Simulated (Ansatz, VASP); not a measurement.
**C: VASP beside Ansatz**

```xyz
2
Lattice="0.0000 2.0905 3.3285 1.2076 0.0000 3.3285 1.2076 2.0905 0.0000" Properties=species:S:1:pos:R:3 pbc="T T T"
C     1.2076    0.8072    3.3285
C     1.2076    3.3739    3.3285
```

Alike in both runs: task single point; functional PBE; dispersion D3(BJ); k mesh 16 × 16 × 16; occupations gaussian, width 0.03 eV; no spin polarisation.

```csv
,VASP,Ansatz
version,VASP 6.6.1,Ansatz 0.2.0
potentials or method,"VASP PAW PBE potentials, release 64 (C), cutoff 520 eV","scalar-relativistic, plane waves, PAW"
valence electrons in the cell,8,8
```

Ansatz gave:

* gap on the k mesh at the Fermi level (eV): none
* rms of the force components (eV/Å): 5.161

**Question.** Estimate VASP's values.

**Answer.** gap on the k mesh at the Fermi level (eV): none; rms of the force components (eV/Å): 5.157.

Atom by atom the forces differ by 0.004 eV/Å (rms over components). A gap of «none» marks a metal or a gap that the smearing closes.
